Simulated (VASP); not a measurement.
# Hf (Fm-3m) in VASP: a series of runs

The runs below take Hf through single point, relaxation of cell and atoms, with PBEsol.

Program: VASP 6.6.1. These are calculated values, not measurements. Logs are shortened: lines on timing, memory, paths and dates and some standing lists are left out, and cuts for length are marked.

## Step 1: The cell of the first run

Symmetry: Fm-3m, No. 225, cubic system. The conventional cell has a = 3.924 Å, b = 3.924 Å, c = 3.924 Å, α = 90.00°, β = 90.00°, γ = 90.00°. Hf (site symmetry m-3m) has 12 Hf at 2.77 Å within 3.7 Å.

This isn't the form of Hf at room conditions, which is hcp.

## Step 2: Single point, PBEsol (15.10 Å³/atom)

Input file INCAR:

```
PREC     = Accurate       # precision mode
ENCUT    = 500            # plane-wave cutoff, eV
EDIFF    = 1E-6           # SCF threshold, eV
ISMEAR   = -1             # smearing method
SIGMA    = 0.1            # smearing width, eV
LREAL    = False          # projectors in reciprocal space
LASPH    = True           # aspherical terms in the spheres
NELM     = 120            # most SCF steps
ALGO     = Normal         # electronic algorithm
ISIF     = 2              # what is computed and relaxed
LWAVE    = False          # write WAVECAR
LCHARG   = False          # write CHGCAR
GGA      = PS             # functional
NBANDS   = 11             # bands
GGA_COMPAT= False
```

Input file KPOINTS:

```
Automatic mesh
0
Gamma
  17 17 17
```

Input file POSCAR:

```
Hf
1.0
    0.0000000000      1.9617961353      1.9617961353
    1.9617961353      0.0000000000      1.9617961353
    1.9617961353      1.9617961353      0.0000000000
Hf
1
Direct
    0.0000000000      0.0000000000      0.0000000000
```

Potentials or basis: VASP PAW PBE potentials, release 64 (Hf_pv).

On the command line:

```sh
$ cat potpaw_PBE.64/Hf_pv/POTCAR > POTCAR
$ mpirun -np 1 vasp_std > vasp.out
```

OUTCAR:

```text
PREC = Accurate
   ENCUT = 500
   EDIFF = 1E-6
   ISMEAR = -1
   LREAL = False
   LASPH = True
   NELM = 120
   ISIF = 2
   GGA = PS

 ion  position               nearest neighbor table
   1  0.000  0.000  0.000-

  LATTYP: Found a face centered cubic cell.
 ALAT       =     3.9235922706

  Lattice vectors:

 A1 = (   0.0000000000,   1.9617961353,   1.9617961353)
 A2 = (   1.9617961353,   0.0000000000,   1.9617961353)
 A3 = (   1.9617961353,   1.9617961353,   0.0000000000)

Analysis of symmetry for initial positions (statically):
=====================================================================
 Subroutine PRICEL returns:
 Original cell was already a primitive cell.

 Routine SETGRP: Setting up the symmetry group for a
 face centered cubic supercell.

 Subroutine GETGRP returns: Found 48 space group operations
 (whereof 48 operations were pure point group operations)
 out of a pool of 48 trial point group operations.

The static configuration has the point symmetry O_h .

Analysis of symmetry for dynamics (positions and initial velocities):
=====================================================================
 Subroutine PRICEL returns:
 Original cell was already a primitive cell.

 Routine SETGRP: Setting up the symmetry group for a
 face centered cubic supercell.

 Subroutine GETGRP returns: Found 48 space group operations
 (whereof 48 operations were pure point group operations)
 out of a pool of 48 trial point group operations.

The dynamic configuration has the point symmetry O_h .

 Subroutine INISYM returns: Found 48 space group operations
 (whereof 48 operations are pure point group operations),
 and found     1 'primitive' translations

----------------------------------------------------------------------------------------

                                     Primitive cell

  volume of cell :      15.1005

  direct lattice vectors                    reciprocal lattice vectors
     0.000000000  1.961796135  1.961796135    -0.254868480  0.254868480  0.254868480
     1.961796135  0.000000000  1.961796135     0.254868480 -0.254868480  0.254868480
     1.961796135  1.961796135  0.000000000     0.254868480  0.254868480 -0.254868480

  length of vectors
     2.774398701  2.774398701  2.774398701     0.441445157  0.441445157  0.441445157

  position of ions in fractional coordinates (direct lattice)
     0.000000000  0.000000000  0.000000000

  ion indices of the primitive-cell ions
   primitive index   ion index
                 1           1

----------------------------------------------------------------------------------------

 KPOINTS: Automatic mesh

Automatic generation of k-mesh.
 Grid dimensions read from file:
 generate k-points for:   17   17   17

 Generating k-lattice:

  Cartesian coordinates                     Fractional coordinates (reciprocal lattice)
    -0.014992264  0.014992264  0.014992264     0.058823529  0.000000000  0.000000000
     0.014992264 -0.014992264  0.014992264     0.000000000  0.058823529  0.000000000
     0.014992264  0.014992264 -0.014992264     0.000000000  0.000000000  0.058823529

  Length of vectors
     0.025967362  0.025967362  0.025967362

  Shift w.r.t. Gamma in fractional coordinates (k-lattice)
     0.000000000  0.000000000  0.000000000

 Subroutine IBZKPT returns following result:
 ===========================================

 Found    165 irreducible k-points:

 Following reciprocal coordinates:
            Coordinates               Weight
  0.000000  0.000000  0.000000      1.000000
  0.058824  0.000000  0.000000      8.000000
  0.117647  0.000000  0.000000      8.000000
  0.176471  0.000000  0.000000      8.000000
  0.235294  0.000000  0.000000      8.000000
  0.294118  0.000000  0.000000      8.000000
[... 16 lines left out ...]
 -0.176471  0.058824  0.000000     24.000000
 -0.117647  0.058824  0.000000     24.000000
 [... further k-points ...]
   k-points           NKPTS =    165   k-points in BZ     NKDIM =    165   number of bands    NBANDS=     11
   number of dos      NEDOS =    301   number of ions     NIONS =      1
   total plane-waves  NPLWV =   8000
   dimension x,y,z NGX =    20 NGY =   20 NGZ =   20
   dimension x,y,z NGXF=    40 NGYF=   40 NGZF=   40
   ions per type =               1
   NGX,Y,Z   is equivalent  to a cutoff of  11.98, 11.98, 11.98 a.u.
   NGXF,Y,Z  is equivalent  to a cutoff of  23.97, 23.97, 23.97 a.u.
 SYSTEM =  unknown system
   PREC   = accura    normal or accurate (medium, high low for compatibility)
   ISTART =      0    job   : 0-new  1-cont  2-samecut
   ICHARG =      2    charge: 1-file 2-atom 10-const
   ISPIN  =      1    spin polarized calculation?
   LNONCOLLINEAR =      F non collinear calculations
   LSORBIT =      F    spin-orbit coupling
   LASPH  =      T    aspherical Exc in radial PAW
   ENCUT  =  500.0 eV  36.75 Ry    6.06 a.u.   5.06  5.06  5.06*2*pi/ulx,y,z
   NELM   =    120;   NELMIN=  2; NELMDL= -5     # of ELM steps
   EDIFF  = 0.1E-05   stopping-criterion for ELM
   LREAL  =      F    real-space projection
   EDIFFG = 0.1E-04   stopping-criterion for IOM
   NSW    =      0    number of steps for IOM
   IBRION =     -1    ionic relax: 0-MD 1-quasi-New 2-CG
   NFREE  =      0    steps in history (QN), initial steepest desc. (CG)
   ISIF   =      2    stress and relaxation
   ISYM   =      2    0-nonsym 1-usesym 2-fastsym
   POTIM  = 0.5000    time-step for ionic-motion
   TEBEG  =    0.0;   TEEND  =   0.0 temperature during run
   PSTRESS=    0.0 pullay stress
   NELECT =      10.0000    total number of electrons
   NUPDOWN=      -1.0000    fix difference up-down
   EMIN   =  10.00;   EMAX   =-10.00  energy-range for DOS
   EFERMI =   0.00;   METHOD = LEGACY
   ISMEAR =    -1;   SIGMA  =   0.10  broadening in eV -4-tet -1-fermi 0-gaus
   EFERMI_NEDOS =   21; number of points for ismear=-14 and -15
   IALGO  =     38    algorithm
   IMIX   =      4    mixing-type and parameters
     AMIX     =   0.40;   BMIX     =  1.00
     AMIX_MAG =   1.60;   BMIX_MAG =  1.00
  volume/ion in A,a.u.               =      15.10       101.90
  Fermi-wavevector in a.u.,A,eV,Ry     =   1.426957  2.696558 27.704277  2.036207
  Thomas-Fermi vector in A             =   2.547178
   LORBIT       =      0    0 simple, 1 ext, 2 COOP (PROOUT), +10 PAW based schemes
   GGA     = PS    functional components
   LHFCALC =     F    Hartree Fock is set to
   AEXX    =    0.0000 exact exchange contribution
   IVDW    =     0    specifies the selected vdW correction
   LEPSILON=     F    determine dielectric tensor
   LRPA    =     F    only Hartree local field effects (RPA)
 non-spin polarized calculation
  energy-cutoff  :      500.00
  volume of cell :       15.10
 maximum number of plane-waves:       392
   NGX = 11   NGY = 11   NGZ = 11

 number of electron      10.0000000 magnetization

 number of electron       9.9999997 magnetization

 Free energy of the ion-electron system (eV)
  ---------------------------------------------------
  ext. energy  EPLUGINS =         0.00000000
  ---------------------------------------------------
  free energy    TOTEN  =        -9.37880308 eV

  energy without entropy =       -9.35108260  energy(sigma->0) =       -9.36494284

 E-fermi :   7.7189     XC(G=0): -13.3288

 val. band max:        7.7147966566   @ k =  -0.2941   0.4118   0.1765
 cond. band min:       7.7196007879   @ k =  -0.2941   0.1765   0.0000
 fundamental gap:      0.0048041313
 Fermi energy:         7.7188616875

 k-point     1 :       0.0000    0.0000    0.0000
  band No.  band energies     occupation
      1     -20.8531      2.00000
      2     -20.8531      2.00000
      3     -20.8531      2.00000
      4      -0.6014      2.00000
      5       9.0326      0.00000
      6       9.0326      0.00000
      7       9.0326      0.00000
      8      13.5492      0.00000
      9      13.5492      0.00000
     10      20.4197      0.00000
     11      21.8740      0.00000

 k-point     2 :       0.0588    0.0000    0.0000
  band No.  band energies     occupation
      1     -20.9636      2.00000
      2     -20.8651      2.00000
      3     -20.8651      2.00000
      4      -0.3953      2.00000
      5       8.8398      0.00003
      6       9.1273      0.00000
      7       9.1273      0.00000
      8      13.4176      0.00000
      9      13.4176      0.00000
     10      20.8513      0.00000
     11      21.8734      0.00000

 k-point     3 :       0.1176    0.0000    0.0000
  band No.  band energies     occupation
      1     -21.2715      2.00000
      2     -20.8995      2.00000
      3     -20.8995      2.00000
      4       0.1812      2.00000
      5       8.3790      0.00271
      6       9.3681      0.00000
      7       9.3681      0.00000
      8      13.1295      0.00000
      9      13.1295      0.00000
     10      21.8661      0.00000
     11      21.9186      0.00000

 k-point     4 :       0.1765    0.0000    0.0000
  band No.  band energies     occupation
      1     -21.7155      2.00000
      2     -20.9509      2.00000
      3     -20.9509      2.00000
      4       1.0024      2.00000
      5       7.9040      0.27134
      6       9.6016      0.00000
      7       9.6016      0.00000
      8      12.9671      0.00000
      9      12.9671      0.00000
     10      21.8523      0.00000
     11      22.1606      0.00000
[... 239 lines left out ...]
 k-point    22 :      -0.2353    0.0588    0.0000
  band No.  band energies     occupation
      1     -22.3929      2.00000
      2     -21.1420      2.00000
      3     -21.0007      2.00000
      4       2.2646      2.00000
      5       7.5636      1.65066
      6       9.4246      0.00000
      7       9.6770      0.00000
      8      12.6813      0.00000
      9      14.3697      0.00000
     10      21.3415      0.00000
     11      21.8918      0.00000

 k-point    23 :      -0.1765    0.0588    0.0000
  band No.  band energies     occupation
      1     -21.9037      2.00000
      2     -21.0697      2.00000
      3     -20.9404      2.00000
      4       1.4589      2.00000
      5       7.6350      1.39652
      6       9.6250      0.00000
      7       9.7729      0.00000
      8      12.2611      0.00000
      9      13.7065      0.00000
     10      21.8547      0.00000
     11      22.3074      0.00000

 k-point    24 :      -0.1176    0.0588    0.0000
  band No.  band energies     occupation
      1     -21.4525      2.00000
      2     -20.9955      2.00000
      3     -20.8935      2.00000
      4       0.6024      2.00000
      5       8.0432      0.07514
      6       9.5396      0.00000
      7       9.5591      0.00000
      8      12.4735      0.00000
      9      13.4821      0.00000
     10      21.8698      0.00000
     11      22.6198      0.00000

 [... further k-points ...]
[... 5 lines left out ...]
  --------------------------------------------------------------------------------------
  -------------------------------------------------------------------------------------
  Total        6.5934788      6.5934788      6.5934788      0.0000000     -0.0000000      0.0000000
  in kB      699.5738665    699.5738665    699.5738665      0.0000000     -0.0000000      0.0000000
  external PRESSURE =     699.5738665 kB  Pullay stress =       0.0000000 kB

 VOLUME and BASIS-vectors are now :
 -----------------------------------------------------------------------------
  energy-cutoff  :      500.00
  volume of cell :       15.10
      direct lattice vectors                 reciprocal lattice vectors
     0.000000000  1.961796135  1.961796135    -0.254868480  0.254868480  0.254868480
     1.961796135  0.000000000  1.961796135     0.254868480 -0.254868480  0.254868480
     1.961796135  1.961796135  0.000000000     0.254868480  0.254868480 -0.254868480

 POSITION                                       TOTAL-FORCE (eV/Angst)
 -----------------------------------------------------------------------------------
      0.00000      0.00000      0.00000        -0.000000      0.000000     -0.000000
 -----------------------------------------------------------------------------------
    total drift:                                0.000000      0.000000     -0.000000

  FREE ENERGIE OF THE ION-ELECTRON SYSTEM (eV)
  ---------------------------------------------------
  free  energy   TOTEN  =        -9.3788030799 eV

  energy  without entropy=       -9.3510825974  energy(sigma->0) =       -9.36494284
```

Run time: 23 s. Hardware: 1 thread of Intel Xeon 8259CL, shared host; peak memory 0.14 GiB.

What came out:

- Free energy: -9.3788 eV
- Pressure: 70.0 GPa
- Band gap on the k mesh: zero (bands 5 and 6 overlap by 2.04 eV)

Caveat: the cell stands under pressure; the PAW data sets were made with another functional, which shifts forces and pressure a little; spin-orbit coupling is left out, which moves the levels of the heavy elements.

## Step 3: Single point, PBEsol

This run uses another cell than the first one, of 21.60 Å³/atom.

Input file INCAR:

```
ALGO = Normal
EDIFF = 1E-6
ENCUT = 500
GGA = PS
GGA_COMPAT = False
ISIF = 2
ISMEAR = -1
LASPH = True
LCHARG = True
LELF = True
LREAL = False
LVHAR = True
LWAVE = False
NBANDS = 11
NELM = 120
PREC = Accurate
SIGMA = 0.1
```

Input file KPOINTS:

```
k-points
0
Gamma
  15 15 15
```

Input file POSCAR:

```
Hf
1.0
    0.0000000000      2.2105218703      2.2105218703
    2.2105218703      0.0000000000      2.2105218703
    2.2105218703      2.2105218703      0.0000000000
Hf
1
Direct
    0.0000000000      0.0000000000      0.0000000000
```

Potentials or basis: VASP PAW PBE potentials, release 64 (Hf_pv).

On the command line:

```sh
$ cat potpaw_PBE.64/Hf_pv/POTCAR > POTCAR
$ mpirun -np 1 vasp_std > vasp.out
```

Wall time 24 s (1 thread of Intel Xeon 8259CL, shared host); peak memory 0.15 GiB.

It converged, with:

| Quantity | Value |
| --- | --- |
| Free energy | -10.4578 eV |
| Pressure | -0.4 GPa |
| Band gap on the k mesh | zero (bands 5 and 6 overlap by 1.88 eV) |

Levels at points of the mesh, in eV from the Fermi level:
```
           k point  band 2  band 3  band 4  band 5  band 6  band 7  band 8  band 9
(0.00, 0.00, 0.00)  -29.84  -29.84   -7.34    1.40    1.40    1.40    4.31    4.31
```

Caveat: the PAW data sets were made with another functional, which shifts forces and pressure a little; spin-orbit coupling is left out, which moves the levels of the heavy elements.

## Step 4: Relaxation of cell and atoms, PBEsol

This run uses another cell than the first one, of 21.62 Å³/atom.

Input file INCAR:

```
PREC = Accurate ; ENCUT = 500
EDIFF = 1E-7 ; ISMEAR = -1
SIGMA = 0.1 ; LREAL = F
LASPH = T ; NELM = 120
ALGO = Normal ; ISIF = 3
LWAVE = F ; LCHARG = F
GGA = PS ; IBRION = 2
NSW = 60 ; EDIFFG = -0.005
GGA_COMPAT = F ; NELMIN = 4
```

Input file KPOINTS:

```
regular mesh
0
Gamma
  15 15 15
```

Input file POSCAR:

```
Hf
1.0
    0.0000000000      2.2111690954      2.2111690954
    2.2111690954      0.0000000000      2.2111690954
    2.2111690954      2.2111690954      0.0000000000
Hf
1
Direct
    0.0000000000      0.0000000000      0.0000000000
```

Potentials or basis: VASP PAW PBE potentials, release 64 (Hf_pv).

On the command line:

```sh
$ cat potpaw_PBE.64/Hf_pv/POTCAR > POTCAR
$ mpirun -np 1 vasp_std > vasp.out
```

OUTCAR:

```text
PREC = Accurate
   ENCUT = 500
   EDIFF = 1E-7
   ISMEAR = -1
   LREAL = F
   LASPH = T
   NELM = 120
   ISIF = 3
   GGA = PS
   IBRION = 2
   NSW = 60
   EDIFFG = -0.005
   NELMIN = 4

 ion  position               nearest neighbor table
   1  0.000  0.000  0.000-

  LATTYP: Found a face centered cubic cell.
 ALAT       =     4.4223381908

  Lattice vectors:

 A1 = (   0.0000000000,   2.2111690954,   2.2111690954)
 A2 = (   2.2111690954,   0.0000000000,   2.2111690954)
 A3 = (   2.2111690954,   2.2111690954,   0.0000000000)

Analysis of symmetry for initial positions (statically):
=====================================================================
 Subroutine PRICEL returns:
 Original cell was already a primitive cell.

 Routine SETGRP: Setting up the symmetry group for a
 face centered cubic supercell.

 Subroutine GETGRP returns: Found 48 space group operations
 (whereof 48 operations were pure point group operations)
 out of a pool of 48 trial point group operations.

The static configuration has the point symmetry O_h .

Analysis of symmetry for dynamics (positions and initial velocities):
=====================================================================
[... 164 lines left out ...]
  Total       -0.0668122     -0.0668122     -0.0668122     -0.0000000     -0.0000000      0.0000000
  in kB       -4.9507432     -4.9507432     -4.9507432     -0.0000000     -0.0000000      0.0000000
  external PRESSURE =      -4.9507432 kB  Pullay stress =       0.0000000 kB
[... 57 lines left out ...]
--------------------------------------- Ionic step        3  -------------------------------------------

 number of electron      10.0000001 magnetization

 Free energy of the ion-electron system (eV)
  ---------------------------------------------------
  ext. energy  EPLUGINS =         0.00000000
  ---------------------------------------------------
  free energy    TOTEN  =       -10.45795064 eV

  energy without entropy =      -10.41172773  energy(sigma->0) =      -10.43483918

 E-fermi :   4.8571     XC(G=0): -11.5707

 val. band max:        4.8447979149   @ k =  -0.3333   0.0667   0.0000
 cond. band min:       4.8653510065   @ k =   0.2667   0.0667   0.0000
 fundamental gap:      0.0205530916
 Fermi energy:         4.8570827614

 k-point     1 :       0.0000    0.0000    0.0000
  band No.  band energies     occupation
      1     -24.9690      2.00000
      2     -24.9690      2.00000
      3     -24.9690      2.00000
      4      -2.4975      2.00000
      5       6.2568      0.00000
      6       6.2568      0.00000
      7       6.2568      0.00000
      8       9.1817      0.00000
      9       9.1817      0.00000
[... 265 lines left out ...]
 k-point    24 :       0.2000    0.1333    0.0000
  band No.  band energies     occupation
      1     -25.2421      2.00000
      2     -25.0538      2.00000
      3     -25.0462      2.00000
      4      -1.1225      2.00000
      5       4.9684      0.49457
      6       6.8830      0.00000
      7       7.0240      0.00000
      8       7.7279      0.00000
      9       9.6402      0.00000

 [... further k-points ...]
[... 5 lines left out ...]
  --------------------------------------------------------------------------------------
  -------------------------------------------------------------------------------------
  Total        0.0002090      0.0002090      0.0002090     -0.0000000      0.0000000      0.0000000
  in kB        0.0155586      0.0155586      0.0155586     -0.0000000      0.0000000      0.0000000
  external PRESSURE =       0.0155586 kB  Pullay stress =       0.0000000 kB
[... 16 lines left out ...]
  FREE ENERGIE OF THE ION-ELECTRON SYSTEM (eV)
  ---------------------------------------------------
  free  energy   TOTEN  =       -10.4579506408 eV

  energy  without entropy=      -10.4117277262  energy(sigma->0) =      -10.43483918

 reached required accuracy - stopping structural energy minimisation
```

Run time: 52 s. Hardware: 1 thread of Intel Xeon 8259CL, shared host; peak memory 0.16 GiB.

Results:

```yaml
Free_energy: -10.4580 eV
Relaxed_volume: 21.52 Å³/atom
Relaxed_cell: a = 3.122 Å, b = 3.122 Å, c = 3.122 Å, α = 60.00°, β = 60.00°, γ = 60.00°
Space_group_after_relaxing_to_0.1_Å: Fm-3m (No. 225)
Energy_gained_by_relaxing: 0.2 meV/atom
Ionic_steps: 3
Pressure_after_relaxing: 0.0 GPa
Band_gap_on_the_k_mesh: zero (bands 5 and 6 overlap by 1.88 eV)
```

The path:
| step | energy change (eV) | largest force (eV/Å) | pressure (GPa) | volume (Å³) |
| --- | --- | --- | --- | --- |
| 1 | 0.0000 | 0.0000 | -0.50 | 21.62 |
| 2 | 0.0000 | 0.0000 | 0.57 | 21.41 |
| 3 | -0.0002 | 0.0000 | 0.00 | 21.52 |

Final structure:
```
CELL_PARAMETERS angstrom
0.00000 2.20782 2.20782
2.20782 0.00000 2.20782
2.20782 2.20782 0.00000
ATOMIC_POSITIONS crystal
Hf 0.00000 0.00000 0.00000
```

Levels at points of the mesh, in eV from the Fermi level:
```
           k point  band 2  band 3  band 4  band 5  band 6  band 7  band 8  band 9
(0.00, 0.00, 0.00)  -29.83  -29.83   -7.35    1.40    1.40    1.40    4.32    4.32
```

Caveat: the PAW data sets were made with another functional, which shifts forces and pressure a little; spin-orbit coupling is left out, which moves the levels of the heavy elements.

(Continued in part 2 of 2.)
